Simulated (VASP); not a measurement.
# CdF2 (Fm-3m) in VASP: a series of runs, part 2 of 3

VASP 6.6.1.

## 3. Single point, PBE (volume changed by -3%)

Contents of INCAR:

```
SYSTEM = CdF2
PREC = Accurate
ENCUT = 520
EDIFF = 1E-7
ISMEAR = 0
SIGMA = 0.01
LREAL = .False.
LASPH = .True.
NELM = 60
ALGO = Normal
ISIF = 2
LWAVE = .False.
LCHARG = .False.
GGA = PE
NBANDS = 20
```

Contents of KPOINTS:

```
regular mesh
0
Gamma
  6 6 6
  0 0 0
```

Contents of POSCAR:

```
CdF2
1.0
    0.0000000000      2.7127368561      2.7127368561
    2.7127368561      0.0000000000      2.7127368561
    2.7127368561      2.7127368561      0.0000000000
Cd F
1 2
Direct
    0.0000000000      0.0000000000      0.0000000000
    0.2500000000      0.2500000000      0.2500000000
    0.7500000000      0.7500000000      0.7500000000
```

Potentials or basis: VASP PAW PBE potentials, release 64 (Cd, F).

Run with:

```sh
> cat potpaw_PBE.64/Cd/POTCAR potpaw_PBE.64/F/POTCAR > POTCAR
> mpirun -np 1 vasp_std > vasp.out
```

OUTCAR:

```text
SYSTEM = CdF2
   PREC = Accurate
   ENCUT = 520
   EDIFF = 1E-7
   ISMEAR = 0
   LREAL = .False.
   LASPH = .True.
   NELM = 60
   ISIF = 2
   GGA = PE

 ion  position               nearest neighbor table
   1  0.000  0.000  0.000-   2 2.35   3 2.35   3 2.35   3 2.35   3 2.35   2 2.35   2 2.35   2 2.35

   2  0.250  0.250  0.250-   1 2.35   1 2.35   1 2.35   1 2.35
   3  0.750  0.750  0.750-   1 2.35   1 2.35   1 2.35   1 2.35

  LATTYP: Found a face centered cubic cell.
 ALAT       =     5.4254737122

  Lattice vectors:

 A1 = (   0.0000000000,   2.7127368561,   2.7127368561)
 A2 = (   2.7127368561,   0.0000000000,   2.7127368561)
 A3 = (   2.7127368561,   2.7127368561,   0.0000000000)

Analysis of symmetry for initial positions (statically):
=====================================================================
 Subroutine PRICEL returns:
 Original cell was already a primitive cell.

 Routine SETGRP: Setting up the symmetry group for a
 face centered cubic supercell.

 Subroutine GETGRP returns: Found 48 space group operations
 (whereof 48 operations were pure point group operations)
 out of a pool of 48 trial point group operations.

The static configuration has the point symmetry O_h .

Analysis of symmetry for dynamics (positions and initial velocities):
=====================================================================
 Subroutine PRICEL returns:
 Original cell was already a primitive cell.

 Routine SETGRP: Setting up the symmetry group for a
 face centered cubic supercell.

 Subroutine GETGRP returns: Found 48 space group operations
 (whereof 48 operations were pure point group operations)
 out of a pool of 48 trial point group operations.

The dynamic configuration has the point symmetry O_h .

 Subroutine INISYM returns: Found 48 space group operations
 (whereof 48 operations are pure point group operations),
 and found     1 'primitive' translations

----------------------------------------------------------------------------------------

                                     Primitive cell

  volume of cell :      39.9257

  direct lattice vectors                    reciprocal lattice vectors
     0.000000000  2.712736856  2.712736856    -0.184315703  0.184315703  0.184315703
     2.712736856  0.000000000  2.712736856     0.184315703 -0.184315703  0.184315703
     2.712736856  2.712736856  0.000000000     0.184315703  0.184315703 -0.184315703

  length of vectors
     3.836389253  3.836389253  3.836389253     0.319244162  0.319244162  0.319244162

  position of ions in fractional coordinates (direct lattice)
     0.000000000  0.000000000  0.000000000
     0.250000000  0.250000000  0.250000000
     0.750000000  0.750000000  0.750000000

  ion indices of the primitive-cell ions
   primitive index   ion index
                 1           1
                 2           2
                 3           3

----------------------------------------------------------------------------------------

 KPOINTS: regular mesh

Automatic generation of k-mesh.
 Grid dimensions read from file:
 generate k-points for:    6    6    6

 Generating k-lattice:

  Cartesian coordinates                     Fractional coordinates (reciprocal lattice)
    -0.030719284  0.030719284  0.030719284     0.166666667  0.000000000  0.000000000
     0.030719284 -0.030719284  0.030719284     0.000000000  0.166666667  0.000000000
     0.030719284  0.030719284 -0.030719284     0.000000000  0.000000000  0.166666667

  Length of vectors
     0.053207360  0.053207360  0.053207360

  Shift w.r.t. Gamma in fractional coordinates (k-lattice)
     0.000000000  0.000000000  0.000000000

 Subroutine IBZKPT returns following result:
 ===========================================

 Found     16 irreducible k-points:

 Following reciprocal coordinates:
            Coordinates               Weight
  0.000000  0.000000  0.000000      1.000000
  0.166667  0.000000  0.000000      8.000000
  0.333333  0.000000  0.000000      8.000000
  0.500000  0.000000  0.000000      4.000000
  0.166667  0.166667  0.000000      6.000000
  0.333333  0.166667  0.000000     24.000000
[... 8 lines left out ...]
 -0.333333  0.333333  0.166667     24.000000
 -0.333333  0.500000  0.166667     12.000000
   k-points           NKPTS =     16   k-points in BZ     NKDIM =     16   number of bands    NBANDS=     20
   number of dos      NEDOS =    301   number of ions     NIONS =      3
   total plane-waves  NPLWV =  27000
   dimension x,y,z NGX =    30 NGY =   30 NGZ =   30
   dimension x,y,z NGXF=    60 NGYF=   60 NGZF=   60
   ions per type =               1   2
   NGX,Y,Z   is equivalent  to a cutoff of  13.00, 13.00, 13.00 a.u.
   NGXF,Y,Z  is equivalent  to a cutoff of  26.00, 26.00, 26.00 a.u.
 SYSTEM =  CdF2
   PREC   = accura    normal or accurate (medium, high low for compatibility)
   ISTART =      0    job   : 0-new  1-cont  2-samecut
   ICHARG =      2    charge: 1-file 2-atom 10-const
   ISPIN  =      1    spin polarized calculation?
   LNONCOLLINEAR =      F non collinear calculations
   LSORBIT =      F    spin-orbit coupling
   LASPH  =      T    aspherical Exc in radial PAW
   ENCUT  =  520.0 eV  38.22 Ry    6.18 a.u.   7.13  7.13  7.13*2*pi/ulx,y,z
   NELM   =     60;   NELMIN=  2; NELMDL= -5     # of ELM steps
   EDIFF  = 0.1E-06   stopping-criterion for ELM
   LREAL  =      F    real-space projection
   EDIFFG = 0.1E-05   stopping-criterion for IOM
   NSW    =      0    number of steps for IOM
   IBRION =     -1    ionic relax: 0-MD 1-quasi-New 2-CG
   NFREE  =      0    steps in history (QN), initial steepest desc. (CG)
   ISIF   =      2    stress and relaxation
   ISYM   =      2    0-nonsym 1-usesym 2-fastsym
   POTIM  = 0.5000    time-step for ionic-motion
   TEBEG  =    0.0;   TEEND  =   0.0 temperature during run
   PSTRESS=    0.0 pullay stress
   NELECT =      26.0000    total number of electrons
   NUPDOWN=      -1.0000    fix difference up-down
   EMIN   =  10.00;   EMAX   =-10.00  energy-range for DOS
   EFERMI =   0.00;   METHOD = LEGACY
   ISMEAR =     0;   SIGMA  =   0.01  broadening in eV -4-tet -1-fermi 0-gaus
   EFERMI_NEDOS =   21; number of points for ismear=-14 and -15
   IALGO  =     38    algorithm
   IMIX   =      4    mixing-type and parameters
     AMIX     =   0.40;   BMIX     =  1.00
     AMIX_MAG =   1.60;   BMIX_MAG =  1.00
  volume/ion in A,a.u.               =      13.31        89.81
  Fermi-wavevector in a.u.,A,eV,Ry     =   1.418997  2.681516 27.396062  2.013554
  Thomas-Fermi vector in A             =   2.540064
   LORBIT       =      0    0 simple, 1 ext, 2 COOP (PROOUT), +10 PAW based schemes
   GGA     = PE    functional components
   LHFCALC =     F    Hartree Fock is set to
   AEXX    =    0.0000 exact exchange contribution
   IVDW    =     0    specifies the selected vdW correction
   LEPSILON=     F    determine dielectric tensor
   LRPA    =     F    only Hartree local field effects (RPA)
 non-spin polarized calculation
 Gauss-broadening in eV      SIGMA  =   0.01
  energy-cutoff  :      520.00
  volume of cell :       39.93
 maximum number of plane-waves:      1090
 NGX is ok and might be reduce to    30
   NGX = 15   NGY = 15   NGZ = 15

 number of electron      25.9999981 magnetization

 Free energy of the ion-electron system (eV)
  ---------------------------------------------------
  ext. energy  EPLUGINS =         0.00000000
  ---------------------------------------------------
  free energy    TOTEN  =       -10.88644683 eV

  energy without entropy =      -10.88644683  energy(sigma->0) =      -10.88644683

 E-fermi :  -1.4028     XC(G=0): -10.2994

 val. band max:       -1.4846956536   @ k =  -0.3333   0.5000   0.1667
 cond. band min:       1.5284187461   @ k =   0.0000   0.0000   0.0000
 fundamental gap:      3.0131143998
 Fermi energy:        -1.4027961063

 k-point     1 :       0.0000    0.0000    0.0000
  band No.  band energies     occupation
      1     -22.1571      2.00000
      2     -21.1094      2.00000
      3      -7.0209      2.00000
      4      -7.0209      2.00000
      5      -7.0209      2.00000
      6      -5.9023      2.00000
[... 12 lines left out ...]
     19      18.2812      0.00000
     20      18.2812      0.00000
[... 323 lines left out ...]
 k-point    16 :      -0.3333    0.5000    0.1667
  band No.  band energies     occupation
      1     -21.6533      2.00000
      2     -21.5266      2.00000
      3      -6.5839      2.00000
      4      -6.1252      2.00000
      5      -6.0658      2.00000
      6      -5.9906      2.00000
[... 12 lines left out ...]
     19      18.6286      0.00000
     20      19.0450      0.00000

------------------------ aborting loop because EDIFF is reached ----------------------------------------

  FORCE on cell =-STRESS in cart. coord.  units (eV):
  Direction    XX          YY          ZZ          XY          YZ          ZX
  --------------------------------------------------------------------------------------
  -------------------------------------------------------------------------------------
  Total        0.9319961      0.9319961      0.9319961      0.0000000      0.0000000     -0.0000000
  in kB       37.4000080     37.4000080     37.4000080      0.0000000      0.0000000     -0.0000000
  external PRESSURE =      37.4000080 kB  Pullay stress =       0.0000000 kB

 VOLUME and BASIS-vectors are now :
 -----------------------------------------------------------------------------
  energy-cutoff  :      520.00
  volume of cell :       39.93
      direct lattice vectors                 reciprocal lattice vectors
     0.000000000  2.712736856  2.712736856    -0.184315703  0.184315703  0.184315703
     2.712736856  0.000000000  2.712736856     0.184315703 -0.184315703  0.184315703
     2.712736856  2.712736856  0.000000000     0.184315703  0.184315703 -0.184315703

 POSITION                                       TOTAL-FORCE (eV/Angst)
 -----------------------------------------------------------------------------------
      0.00000      0.00000      0.00000         0.000000      0.000000     -0.000000
      1.35637      1.35637      1.35637         0.000000      0.000000     -0.000000
      4.06911      4.06911      4.06911        -0.000000     -0.000000      0.000000
 -----------------------------------------------------------------------------------
    total drift:                                0.000000     -0.000000      0.000000

  FREE ENERGIE OF THE ION-ELECTRON SYSTEM (eV)
  ---------------------------------------------------
  free  energy   TOTEN  =       -10.8864468294 eV

  energy  without entropy=      -10.8864468294  energy(sigma->0) =      -10.88644683
```

OSZICAR:

```text
N       E                     dE             d eps       ncg     rms          rms(c)
DAV:   1     0.193188268176E+03    0.19319E+03   -0.15566E+04   664   0.132E+03
DAV:   2    -0.441604997429E+01   -0.19760E+03   -0.18955E+03   700   0.340E+02
DAV:   3    -0.125869749748E+02   -0.81709E+01   -0.81466E+01   720   0.759E+01
DAV:   4    -0.126220851498E+02   -0.35110E-01   -0.35108E-01   708   0.507E+00
DAV:   5    -0.126222136472E+02   -0.12850E-03   -0.12850E-03   708   0.274E-01    0.998E+00
DAV:   6    -0.108565162321E+02    0.17657E+01   -0.40496E+00   800   0.375E+01    0.718E+00
DAV:   7    -0.109031836714E+02   -0.46667E-01   -0.91190E-01   652   0.846E+00    0.412E+00
DAV:   8    -0.108954012785E+02    0.77824E-02   -0.14917E-01   660   0.356E+00    0.725E-01
DAV:   9    -0.108857481293E+02    0.96531E-02   -0.37153E-02   780   0.231E+00    0.907E-02
DAV:  10    -0.108863187614E+02   -0.57063E-03   -0.29894E-03   648   0.605E-01    0.123E-01
DAV:  11    -0.108864227569E+02   -0.10400E-03   -0.15171E-04   672   0.123E-01    0.396E-02
DAV:  12    -0.108864452540E+02   -0.22497E-04   -0.44382E-05   668   0.569E-02    0.186E-02
DAV:  13    -0.108864470798E+02   -0.18257E-05   -0.76357E-06   680   0.224E-02    0.372E-03
DAV:  14    -0.108864467942E+02    0.28561E-06   -0.70477E-07   696   0.104E-02    0.107E-03
DAV:  15    -0.108864468294E+02   -0.35248E-07   -0.80519E-08   548   0.265E-03
   1 F= -.10886447E+02 E0= -.10886447E+02  d E =-.232110E-32
```

stdout:

```text
POSCAR found type information on POSCAR CdF
 POSCAR found :  2 types and       3 ions
 scaLAPACK will be used
 LDA part: xc-table for (Slater+PW92), standard interpolation
 POSCAR, INCAR and KPOINTS ok, starting setup
 FFT: planning ... GRIDC
 FFT: planning ... GRID_SOFT
 FFT: planning ... GRID
 WAVECAR not read
 entering main loop
```

It took 10 s on 1 thread of Intel Xeon Platinum 8488C (Sapphire Rapids), shared host; peak memory 0.16 GiB.

What came out:

| Item | Value |
| --- | --- |
| Free energy | -10.8864 eV |
| Pressure | 3.7 GPa |
| Band gap on the k mesh | 3.01 eV, indirect (least direct gap 3.52 eV) |

 A k mesh can miss the band edges.

[end of part 2 of 3]
